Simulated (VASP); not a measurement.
Set up this calculation in VASP 6.6.1, as the native input.

| Property | Result |
| --- | --- |
| Task | single point |
| Functional | PBEsol |
| Potentials or basis | VASP PAW PBE potentials, release 64 (Ge_d, Si) |
| Cutoff | 550 eV |
| k mesh | 1 × 1 × 1, shifted |
| Occupations | fermi-dirac, width 0.05 eV |
| Spin | no spin polarisation |
| Dipole correction | no |
| Mended | yes |
| Further INCAR settings | LREAL = Auto; ALGO = Normal; EDIFF = 1e-06; NBANDS = 266; ISYM = -1 |

The structure of Si11Ge5 lies in POSCAR:

```
Si11Ge5
1.0
   11.0000775076      0.0000000000      0.0000000000
    0.0000000000     11.0000775076      0.0000000000
    0.0000000000      0.0000000000     11.0000775076
Ge Si
20 44
Direct
    0.0029050000      0.9982110000      0.0013420000
    0.0000550000      0.5005140000      0.4987530000
    0.6204480000      0.1242700000      0.1263150000
    0.7518480000      0.2521950000      0.0028980000
    0.7478220000      0.7510410000      0.0015880000
    0.8736440000      0.8753260000      0.6218540000
    0.7515090000      0.9990030000      0.2541430000
    0.7486050000      0.5005800000      0.7449320000
    0.3751340000      0.1249150000      0.3753220000
    0.3709720000      0.1226600000      0.8750930000
    0.3748440000      0.6253370000      0.8744870000
    0.8732040000      0.1219890000      0.8721220000
    0.8777890000      0.6228300000      0.8763740000
    0.0014840000      0.2508660000      0.2513670000
    0.0024440000      0.2509040000      0.7476480000
    0.0010590000      0.7486950000      0.2510270000
    0.0053090000      0.7505480000      0.7498380000
    0.4982090000      0.2493280000      0.7459730000
    0.4990500000      0.7500100000      0.2513720000
    0.6218940000      0.3774290000      0.8766540000
    0.0020900000      0.0017420000      0.4980540000
    0.0033220000      0.4981050000      0.0024710000
    0.4971130000      0.9964750000      0.9990670000
    0.5007280000      0.9985260000      0.5016710000
    0.4979240000      0.5012840000      0.0042140000
    0.4985040000      0.5001800000      0.4991370000
    0.1277680000      0.1258540000      0.1259140000
    0.1271580000      0.1234610000      0.6227290000
    0.1273970000      0.6233570000      0.1244620000
    0.1293260000      0.6248630000      0.6238900000
    0.6256630000      0.1239510000      0.6223540000
    0.6239170000      0.6224770000      0.1268060000
    0.6218390000      0.6272100000      0.6217520000
    0.2495550000      0.2518120000      0.0024650000
    0.2491200000      0.2508140000      0.5006740000
    0.2494890000      0.7502170000      0.0011550000
    0.2516000000      0.7500960000      0.4997100000
    0.7492080000      0.2489090000      0.4988090000
    0.7472330000      0.7472700000      0.4974940000
    0.3745540000      0.3759790000      0.1265230000
    0.3730060000      0.3764560000      0.6220600000
    0.3731260000      0.8744670000      0.1241020000
    0.3757760000      0.8746210000      0.6246300000
    0.8769490000      0.3787240000      0.1274600000
    0.8737040000      0.3729690000      0.6213800000
    0.8757900000      0.8744650000      0.1267560000
    0.2495330000      0.9987700000      0.2480670000
    0.2483690000      0.9969010000      0.7465240000
    0.2507820000      0.5001250000      0.2501170000
    0.2491350000      0.4980680000      0.7484400000
    0.7449010000      0.9984910000      0.7477490000
    0.7492700000      0.4995320000      0.2502810000
    0.3732410000      0.6235420000      0.3758940000
    0.8766230000      0.1265690000      0.3782540000
    0.8714020000      0.6244290000      0.3741820000
    0.4989380000      0.2542260000      0.2515390000
    0.5003830000      0.7513090000      0.7480010000
    0.1288660000      0.3758830000      0.3751220000
    0.1271610000      0.3759380000      0.8768860000
    0.1276480000      0.8763680000      0.3762680000
    0.1297370000      0.8749070000      0.8756710000
    0.6252300000      0.3757250000      0.3757850000
    0.6246530000      0.8745060000      0.3790720000
    0.6219320000      0.8756600000      0.8734920000
```

The input as run:

INCAR

```
PREC     = Accurate       # precision mode
ENCUT    = 550            # plane-wave cutoff, eV
EDIFF    = 1E-6           # SCF threshold, eV
ISMEAR   = -1             # smearing method
SIGMA    = 0.05           # smearing width, eV
LREAL    = Auto         
LASPH    = True           # aspherical terms in the spheres
NELM     = 120            # most SCF steps
ALGO     = Normal         # electronic algorithm
ISIF     = 2              # what is computed and relaxed
LWAVE    = False          # write WAVECAR
LCHARG   = False          # write CHGCAR
GGA      = PS             # functional
ISYM     = -1           
NBANDS   = 266            # bands
GGA_COMPAT= False
```

KPOINTS

```
explicit points
1
Reciprocal
  0.25000000   0.25000000   0.25000000 1
```

Potentials or basis: VASP PAW PBE potentials, release 64 (Ge_d, Si).

Launch:

```console
$ cat potpaw_PBE.64/Ge_d/POTCAR potpaw_PBE.64/Si/POTCAR > POTCAR
$ mpirun -np 1 vasp_std > vasp.out
```

Results of the run:

```json
{"Pressure": "0.0 GPa", "Largest force": "0.040 eV/Å", "Band gap on the k mesh": "0.97 eV"}
```

Caveat: the PAW data sets were made with another functional, which shifts forces and pressure a little; a shifted mesh leaves out Γ, where band edges can lie.

Wall time 12 min on 1 thread of Intel(R) Xeon(R) Platinum 8375C CPU @ 2.90GHz (Ice Lake), with other jobs on the host, peak memory 1.2 GiB.
